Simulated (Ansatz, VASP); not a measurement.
**Te: VASP beside Ansatz**

The input INCAR:

```
SYSTEM = Te
ALGO = Normal
EDIFF = 1E-6
ENCUT = 520
ISIF = 2
ISMEAR = -1
LASPH = .True.
LCHARG = .True.
LELF = .True.
LREAL = .False.
LVHAR = .True.
LWAVE = .False.
NBANDS = 9
NELM = 60
PREC = Accurate
SIGMA = 0.1
```

The input KPOINTS:

```
k-points
0
Gamma
  13 13 13
  0 0 0
```

Contents of POSCAR:

```
Te
1.0
   -1.9297760072      1.9297760072      1.9297760072
    1.9297760072     -1.9297760072      1.9297760072
    1.9297760072      1.9297760072     -1.9297760072
Te
1
Direct
    0.0000000000      0.0000000000      0.0000000000
```

Input for Ansatz:

```yaml
crystal:
  lattice:
    - [-1.9297760072, 1.9297760072, 1.9297760072]
    - [1.9297760072, -1.9297760072, 1.9297760072]
    - [1.9297760072, 1.9297760072, -1.9297760072]
  atoms:
    - { symbol: Te, position: [0.0, 0.0, 0.0] }
hamiltonian:
  xc: lda
  pseudopotentials:
    kind: paw
    azcp:
      Te: "pseudopotentials/Te.paw.azcp"
basis:
  ecutwfc: 420
  fft_grid_basis: typed
kpoints:
  mp_grid: { grid: [13, 13, 13], shift: [0, 0, 0] }
magnetization:
  spin_polarized: false
scf:
  occupations: { method: fermi_dirac, width: 0.1 }
  lower_state_search: "off"
output:
  stress: true
```

Alike in both runs: task single point; functional LDA; k mesh 13 × 13 × 13; occupations fermi-dirac, width 0.1 eV; no spin polarisation.

```csv
,VASP,Ansatz
version,VASP 6.6.1,Ansatz 0.2.0
potentials or method,"VASP PAW LDA potentials, release 64 (Te), cutoff 520 eV","plane waves (420 eV) with PAW, scalar-relativistic"
valence electrons in the cell,6,16
```

```tsv
	VASP	Ansatz	Ansatz less VASP
pressure (GPa)	-4.4	-4.4	0.00
```

Ansatz warns that its potentials were made for another functional, while VASP's fit it. LDA's correlation is that of Perdew and Zunger in VASP and of Perdew and Wang (1992) in Ansatz. VASP's potentials hold 6 valence electrons a cell and Ansatz's 16, so a difference there can come from the potentials and not from the codes.

Spin-orbit coupling is off throughout.
